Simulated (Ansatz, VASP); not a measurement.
## PbS in VASP and in Ansatz

```
Pb S
1.0
     2.07995   -5.99130    0.00000
     2.07995    5.99130    0.00000
     0.00000    0.00000    4.27932
Pb S
2 2
Cartesian
  2.0800 -4.4268 3.2095
  2.0800 4.4268 1.0698
  2.0800 -1.7399 3.2095
  2.0800 1.7399 1.0698
```

Alike in both runs: task single point; functional PBEsol; dispersion D3(BJ); k mesh 3 × 3 × 3; no spin polarisation.

```csv
,VASP,Ansatz
version,VASP 6.6.1,Ansatz 0.2.0
potentials or method,"VASP PAW PBE potentials, release 64 (Pb_d, S), cutoff 520 eV","plane waves, PAW"
occupations,"gaussian, width 0.01 eV",fixed
valence electrons in the cell,40,40
```

|  | VASP | Ansatz | Ansatz less VASP |
| --- | --- | --- | --- |
| gap on the k mesh at the Fermi level (eV) | 1.68 | 1.67 | -0.003 |

VASP's potentials were made for PBE, not for PBEsol. Ansatz's warnings: settled levels scf threshold loose.

The k mesh is coarse, so the values compare programs but aren't converged. Neither program's run includes spin-orbit coupling.
